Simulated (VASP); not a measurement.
Wanted: the native input for a VASP 6.6.1 run.

```
Task                   : single point
Functional             : PBE
Potentials or basis    : VASP PAW PBE potentials, release 64 (Ta_pv, Al, B)
Cutoff                 : 500 eV
k mesh                 : 4 × 4 × 4
Occupations            : gaussian, width 0.2 eV
Spin                   : no spin polarisation
Dipole correction      : no
Further INCAR settings : ALGO = Normal; EDIFF = 1e-06; NBANDS = 24
```

The structure of TaAl5B lies in POSCAR:

```
TaAl5B
1.0
    0.0000000000      3.9701882695      3.9701882695
    3.9701882695      0.0000000000      3.9701882695
    3.9701882695      3.9701882695      0.0000000000
Ta Al B
1 5 1
Direct
    0.5000000000      0.5000000000      0.5000000000
    0.1385071625      0.1385071625      0.1385071625
    0.1385071625      0.1385071625      0.5844785126
    0.1385071625      0.5844785126      0.1385071625
    0.5844785126      0.1385071625      0.1385071625
    0.7500000000      0.7500000000      0.7500000000
    0.0000000000      0.0000000000      0.0000000000
```

The cell was built from a structure type or drawn by symmetry, and may not be a known phase.

These files were run (other wordings do the same):

INCAR

```
ALGO     = Normal         # electronic algorithm
EDIFF    = 1E-6           # SCF threshold, eV
ENCUT    = 500            # plane-wave cutoff, eV
GGA      = PE             # functional
GGA_COMPAT= F            
ISIF     = 2              # what is computed and relaxed
ISMEAR   = 0              # smearing method
LASPH    = T              # aspherical terms in the spheres
LCHARG   = T              # write CHGCAR
LELF     = T              # ELF
LREAL    = F              # projectors in reciprocal space
LVHAR    = T            
LWAVE    = F              # write WAVECAR
NBANDS   = 24             # bands
NELM     = 120            # most SCF steps
PREC     = Accurate       # precision mode
SIGMA    = 0.2            # smearing width, eV
```

KPOINTS

```
k-points
0
Gamma
  4 4 4
```

Potentials or basis: VASP PAW PBE potentials, release 64 (Ta_pv, Al, B).

Run with:

```bash
$ cat potpaw_PBE.64/Ta_pv/POTCAR potpaw_PBE.64/Al/POTCAR potpaw_PBE.64/B/POTCAR > POTCAR
$ mpirun -np 1 vasp_std > vasp.out
```

Results of the run:

```
Pressure               : 0.5 GPa
Largest force          : 0.057 eV/Å
Band gap on the k mesh : zero (an odd number of electrons rules out a gap without spin polarisation)
```

Caveat: spin-orbit coupling is left out, which moves the levels of the heavy elements.

It took 16 s on 1 thread of Intel(R) Xeon(R) 6975P-C (Granite Rapids), with other jobs on the host, peak memory 0.25 GiB.
